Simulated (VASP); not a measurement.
Wanted: the native input for a VASP 6.6.1 run.

- Task: relaxation of cell and atoms
- Functional: PBE
- Potentials or basis: VASP PAW PBE potentials, release 64 (Hf_pv, B)
- Cutoff: 500 eV
- k mesh: 11 × 11 × 9
- Occupations: fermi-dirac, width 0.15 eV
- Spin: no spin polarisation
- Target pressure: 5 GPa
- Dipole correction: no
- Further INCAR settings: ALGO = Normal; EDIFF = 1e-07; IBRION = 2; EDIFFG = -0.05; NSW = 80; ISIF = 3

The structure of HfB2 lies in POSCAR:

```
HfB2
1.0
    3.1400000000      0.0000000000      0.0000000000
   -1.5700000000      2.7193200000      0.0000000000
    0.0000000000      0.0000000000      3.4800000000
Hf B
1 2
Direct
    0.0000000000      0.0000000000      0.0000000000
    0.3333333333      0.6666666667      0.5000000000
    0.6666666667      0.3333333333      0.5000000000
```

One way to write it, as run:

INCAR

```
  PREC = Accurate
  ENCUT = 500
  EDIFF = 1E-7
  ISMEAR = -1
  SIGMA = 0.15
  LREAL = F
  LASPH = T
  NELM = 120
  ALGO = Normal
  ISIF = 3
  LWAVE = F
  LCHARG = F
  GGA = PE
  IBRION = 2
  NSW = 80
  EDIFFG = -0.05
  PSTRESS = 50.0
  GGA_COMPAT = F
  NELMIN = 4
```

KPOINTS

```
Automatic mesh
0
Gamma
  11 11 9
```

Potentials or basis: VASP PAW PBE potentials, release 64 (Hf_pv, B).

Run with:

```console
$ cat potpaw_PBE.64/Hf_pv/POTCAR potpaw_PBE.64/B/POTCAR > POTCAR
$ mpirun -np 1 vasp_std > vasp.out
```

Results of the run:

```yaml
Relaxed_volume: 9.76 Å³/atom
Relaxed_cell: a = 3.124 Å, b = 3.124 Å, c = 3.464 Å, α = 90.00°, β = 90.00°, γ = 120.00°
Space_group_after_relaxing_to_0.1_Å: P6/mmm (No. 191)
Energy_change_on_relaxing_the_run_minimises_the_enthalpy: +2.7 meV/atom
Ionic_steps: 3
Pressure_after_relaxing: 5.0 GPa
Band_gap_on_the_k_mesh: zero (bands 8 and 9 overlap by 1.33 eV)
```

Caveat: the cell is relaxed towards a set pressure, so the run minimises the enthalpy, not the energy; spin-orbit coupling is left out, which moves the levels of the heavy elements.

It took 23 s on 1 thread of Intel(R) Xeon(R) 6975P-C (Granite Rapids), with other jobs on the host, peak memory 0.17 GiB.
